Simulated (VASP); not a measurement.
# ZnCu (Pm-3m) in VASP: notebook

Aim: see how the results for ZnCu move with the level of theory and the settings. Levels: PBEsol, LDA. Tasks: single point.

Everything below comes from runs of VASP 6.6.1. Logs are shortened: lines on timing, memory, paths and dates and some standing lists are left out, and cuts for length are marked.

**1. The cell of the first run**

Symmetry: Pm-3m, No. 221, cubic system. The conventional cell has a = 2.945 Å, b = 2.945 Å, c = 2.945 Å, α = 90.00°, β = 90.00°, γ = 90.00°. Zn (site symmetry m-3m) has 8 Cu at 2.55 Å and 6 Zn at 2.94 Å within 3.4 Å. Cu (site symmetry m-3m) has 8 Zn at 2.55 Å and 6 Cu at 2.94 Å within 3.4 Å.

**2. Single point, PBEsol**

INCAR

```
SYSTEM = ZnCu
PREC = Accurate ; ENCUT = 520
EDIFF = 1E-6 ; ISMEAR = -1
SIGMA = 0.05 ; LREAL = .False.
LASPH = .True. ; NELM = 100
ALGO = Fast ; ISIF = 2
LWAVE = .False. ; LCHARG = .False.
GGA = PS ; NBANDS = 18
```

KPOINTS

```
Automatic mesh
0
Gamma
  9 9 9
  0 0 0
```

POSCAR

```
ZnCu
1.0
    2.9450000000      0.0000000000      0.0000000000
    0.0000000000      2.9450000000      0.0000000000
    0.0000000000      0.0000000000      2.9450000000
Zn Cu
1 1
Direct
    0.5000000000      0.5000000000      0.5000000000
    0.0000000000      0.0000000000      0.0000000000
```

Potentials or basis: VASP PAW PBE potentials, release 64 (Zn, Cu).

Run with:

```console
$ cat potpaw_PBE.64/Zn/POTCAR potpaw_PBE.64/Cu/POTCAR > POTCAR
$ mpirun -np 1 vasp_std > vasp.out
```

OUTCAR:

```text
SYSTEM = ZnCu
   PREC = Accurate
   ENCUT = 520
   EDIFF = 1E-6
   ISMEAR = -1
   LREAL = .False.
   LASPH = .True.
   NELM = 100
   ISIF = 2
   GGA = PS

 ion  position               nearest neighbor table
   1  0.500  0.500  0.500-   2 2.55   2 2.55   2 2.55   2 2.55   2 2.55   2 2.55   2 2.55   2 2.55

   2  0.000  0.000  0.000-   1 2.55   1 2.55   1 2.55   1 2.55   1 2.55   1 2.55   1 2.55   1 2.55

  LATTYP: Found a simple cubic cell.
 ALAT       =     2.9450000000

  Lattice vectors:

 A1 = (   2.9450000000,   0.0000000000,   0.0000000000)
 A2 = (   0.0000000000,   2.9450000000,   0.0000000000)
 A3 = (   0.0000000000,   0.0000000000,   2.9450000000)

Analysis of symmetry for initial positions (statically):
=====================================================================
 Subroutine PRICEL returns:
 Original cell was already a primitive cell.

 Routine SETGRP: Setting up the symmetry group for a
 simple cubic supercell.

 Subroutine GETGRP returns: Found 48 space group operations
 (whereof 48 operations were pure point group operations)
 out of a pool of 48 trial point group operations.

The static configuration has the point symmetry O_h .

Analysis of symmetry for dynamics (positions and initial velocities):
=====================================================================
 Subroutine PRICEL returns:
 Original cell was already a primitive cell.

 Routine SETGRP: Setting up the symmetry group for a
 simple cubic supercell.

 Subroutine GETGRP returns: Found 48 space group operations
 (whereof 48 operations were pure point group operations)
 out of a pool of 48 trial point group operations.

The dynamic configuration has the point symmetry O_h .

 Subroutine INISYM returns: Found 48 space group operations
 (whereof 48 operations are pure point group operations),
 and found     1 'primitive' translations

----------------------------------------------------------------------------------------

                                     Primitive cell

  volume of cell :      25.5421

  direct lattice vectors                    reciprocal lattice vectors
     2.945000000  0.000000000  0.000000000     0.339558574  0.000000000  0.000000000
     0.000000000  2.945000000  0.000000000     0.000000000  0.339558574  0.000000000
     0.000000000  0.000000000  2.945000000     0.000000000  0.000000000  0.339558574

  length of vectors
     2.945000000  2.945000000  2.945000000     0.339558574  0.339558574  0.339558574

  position of ions in fractional coordinates (direct lattice)
[... 73 lines left out ...]
   ISPIN  =      1    spin polarized calculation?
   LNONCOLLINEAR =      F non collinear calculations
   LSORBIT =      F    spin-orbit coupling
   LASPH  =      T    aspherical Exc in radial PAW
   ENCUT  =  520.0 eV  38.22 Ry    6.18 a.u.   5.48  5.48  5.48*2*pi/ulx,y,z
   NELM   =    100;   NELMIN=  2; NELMDL= -5     # of ELM steps
   EDIFF  = 0.1E-05   stopping-criterion for ELM
   LREAL  =      F    real-space projection
   EDIFFG = 0.1E-04   stopping-criterion for IOM
   NSW    =      0    number of steps for IOM
   IBRION =     -1    ionic relax: 0-MD 1-quasi-New 2-CG
   NFREE  =      0    steps in history (QN), initial steepest desc. (CG)
   ISIF   =      2    stress and relaxation
   ISYM   =      2    0-nonsym 1-usesym 2-fastsym
   POTIM  = 0.5000    time-step for ionic-motion
   TEBEG  =    0.0;   TEEND  =   0.0 temperature during run
   PSTRESS=    0.0 pullay stress
   NELECT =      23.0000    total number of electrons
   NUPDOWN=      -1.0000    fix difference up-down
   EMIN   =  10.00;   EMAX   =-10.00  energy-range for DOS
   EFERMI =   0.00;   METHOD = LEGACY
   ISMEAR =    -1;   SIGMA  =   0.05  broadening in eV -4-tet -1-fermi 0-gaus
   EFERMI_NEDOS =   21; number of points for ismear=-14 and -15
   IALGO  =     68    algorithm
   IMIX   =      4    mixing-type and parameters
     AMIX     =   0.40;   BMIX     =  1.00
     AMIX_MAG =   1.60;   BMIX_MAG =  1.00
  volume/ion in A,a.u.               =      12.77        86.18
  Fermi-wavevector in a.u.,A,eV,Ry     =   1.580880  2.987429 34.003415  2.499180
  Thomas-Fermi vector in A             =   2.681040
   LORBIT       =      0    0 simple, 1 ext, 2 COOP (PROOUT), +10 PAW based schemes
   GGA     = PS    functional components
   LHFCALC =     F    Hartree Fock is set to
   AEXX    =    0.0000 exact exchange contribution
   IVDW    =     0    specifies the selected vdW correction
   LEPSILON=     F    determine dielectric tensor
   LRPA    =     F    only Hartree local field effects (RPA)
 non-spin polarized calculation
 RMM-DIIS sequential band-by-band and
  energy-cutoff  :      520.00
  volume of cell :       25.54
 maximum number of plane-waves:       711
 NGX is ok and might be reduce to    24
   NGX = 11   NGY = 11   NGZ = 11

 number of electron      23.0000000 magnetization

 Free energy of the ion-electron system (eV)
  ---------------------------------------------------
  ext. energy  EPLUGINS =         0.00000000
  ---------------------------------------------------
  free energy    TOTEN  =        -6.07309438 eV

  energy without entropy =       -6.06885485  energy(sigma->0) =       -6.07097461

 E-fermi :   5.4141     XC(G=0): -12.5652

 val. band max:        5.3430381027   @ k =   0.3333   0.3333   0.0000
 cond. band min:       5.5344195678   @ k =   0.4444   0.4444   0.2222
 fundamental gap:      0.1913814651
 Fermi energy:         5.4141095877

 k-point     1 :       0.0000    0.0000    0.0000
  band No.  band energies     occupation
      1      -5.0021      2.00000
      2      -2.4541      2.00000
      3      -2.4541      2.00000
      4      -1.7557      2.00000
      5      -1.7557      2.00000
      6      -1.7557      2.00000
[... 481 lines left out ...]
      5      -1.6684      2.00000
      6       0.2812      2.00000
[... 10 lines left out ...]
     17      20.6273      0.00000
     18      21.7488      0.00000

 [... further k-points ...]
[... 5 lines left out ...]
  --------------------------------------------------------------------------------------
  -------------------------------------------------------------------------------------
  Total       -0.6136579     -0.6136579     -0.6136579      0.0000000      0.0000000      0.0000000
  in kB      -38.4929347    -38.4929347    -38.4929347      0.0000000      0.0000000      0.0000000
  external PRESSURE =     -38.4929347 kB  Pullay stress =       0.0000000 kB

 VOLUME and BASIS-vectors are now :
 -----------------------------------------------------------------------------
  energy-cutoff  :      520.00
  volume of cell :       25.54
      direct lattice vectors                 reciprocal lattice vectors
     2.945000000  0.000000000  0.000000000     0.339558574  0.000000000  0.000000000
     0.000000000  2.945000000  0.000000000     0.000000000  0.339558574  0.000000000
     0.000000000  0.000000000  2.945000000     0.000000000  0.000000000  0.339558574

 POSITION                                       TOTAL-FORCE (eV/Angst)
 -----------------------------------------------------------------------------------
      1.47250      1.47250      1.47250         0.000000      0.000000      0.000000
      0.00000      0.00000      0.00000         0.000000      0.000000      0.000000
 -----------------------------------------------------------------------------------
    total drift:                                0.000000      0.000000     -0.000000

  FREE ENERGIE OF THE ION-ELECTRON SYSTEM (eV)
  ---------------------------------------------------
  free  energy   TOTEN  =        -6.0730943790 eV

  energy  without entropy=       -6.0688548489  energy(sigma->0) =       -6.07097461
```

Wall time 11 s (1 thread of Intel Xeon Platinum 8488C (Sapphire Rapids), shared host); peak memory 0.14 GiB.

What came out:

| Quantity | Value |
| --- | --- |
| Free energy | -6.0731 eV |
| Pressure | -3.8 GPa |

Levels at points of the mesh, in eV from the Fermi level:
```csv
k point,band 9,band 10,band 11,band 12,band 13,band 14
"(0.00, 0.00, 0.00)",-2.78,-2.78,-2.78,6.14,6.14,6.14
```

Caveat: the PAW data sets were made with another functional, which shifts forces and pressure a little.

**3. Single point, LDA**

INCAR

```
PREC = Accurate ; ENCUT = 520
EDIFF = 1E-6 ; ISMEAR = -1
SIGMA = 0.05 ; LREAL = False
LASPH = True ; NELM = 80
ALGO = Normal ; ISIF = 2
LWAVE = False ; LCHARG = False
GGA = CA ; NBANDS = 18
```

KPOINTS

```
Automatic mesh
0
Gamma
  9 9 9
```

POSCAR is that of step 2.

Potentials or basis: VASP PAW LDA potentials, release 64 (Zn, Cu).

Run with:

```console
$ cat potpaw_LDA.64/Zn/POTCAR potpaw_LDA.64/Cu/POTCAR > POTCAR
$ mpirun -np 1 vasp_std > vasp.out
```

Run time: 9.9 s. Hardware: 1 thread of Intel Xeon Platinum 8488C (Sapphire Rapids), shared host; peak memory 0.13 GiB.

Results (log left out):

```yaml
Free_energy: -6.7302 eV
Pressure: -8.8 GPa
```

Levels at points of the mesh, in eV from the Fermi level:
```tsv
k point	band 9	band 10	band 11	band 12	band 13	band 14
(0.00, 0.00, 0.00)	-2.84	-2.84	-2.84	6.10	6.10	6.10
```
